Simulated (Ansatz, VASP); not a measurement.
## One calculation of Ni3Ge, two programs

Contents of INCAR:

```
PREC = Accurate
ENCUT = 520
EDIFF = 1E-6
ISMEAR = 0
SIGMA = 0.3
LREAL = False
LASPH = True
NELM = 60
ALGO = Normal
ISIF = 2
LWAVE = False
LCHARG = False
GGA = PS
NBANDS = 30
```

Contents of KPOINTS:

```
Automatic mesh
0
Gamma
  12 12 12
```

The input POSCAR:

```
Ni3Ge
1.0
    3.5303341067      0.0000000000      0.0000000000
    0.0000000000      3.5303341067      0.0000000000
    0.0000000000      0.0000000000      3.5303341067
Ni Ge
3 1
Direct
    0.5000000000      0.0000000000      0.5000000000
    0.0000000000      0.5000000000      0.5000000000
    0.5000000000      0.5000000000      0.0000000000
    0.0000000000      0.0000000000      0.0000000000
```

Input for Ansatz:

```yaml
crystal:
  lattice:
    - [3.5303341067, 0.0, 0.0]
    - [0.0, 3.5303341067, 0.0]
    - [0.0, 0.0, 3.5303341067]
  atoms:
    - { symbol: Ni, position: [0.5, 0.0, 0.5] }
    - { symbol: Ni, position: [0.0, 0.5, 0.5] }
    - { symbol: Ni, position: [0.5, 0.5, 0.0] }
    - { symbol: Ge, position: [0.0, 0.0, 0.0] }
basis:
  ecutwfc: 420
kpoints:
  mp_grid: { grid: [12, 12, 12] }
hamiltonian:
  xc: pbesol
scf:
  occupations: { method: gaussian, width: 0.3 }
output:
  forces: true
  stress: true
  eigenvalues: true
```

Alike in both runs: task single point; functional PBEsol; k mesh 12 × 12 × 12; occupations gaussian, width 0.3 eV; no spin polarisation.

|  | VASP | Ansatz |
| --- | --- | --- |
| version | VASP 6.6.1 | Ansatz 0.2.0 |
| potentials or method | VASP PAW PBE potentials, release 64 (Ni, Ge_d), cutoff 520 eV | scalar-relativistic, plane waves, PAW |
| valence electrons in the cell | 44 | 68 |

|  | VASP | Ansatz | Ansatz less VASP |
| --- | --- | --- | --- |
| gap on the k mesh at the Fermi level (eV) | none | none | - |
| pressure (GPa) | -0.5 | -0.8 | -0.36 |

VASP's potentials were made for PBE, not for PBEsol. A gap of «none» marks a metal or a gap that the smearing closes. VASP's potentials hold 44 valence electrons a cell and Ansatz's 68, so a difference there can come from the potentials and not from the codes.
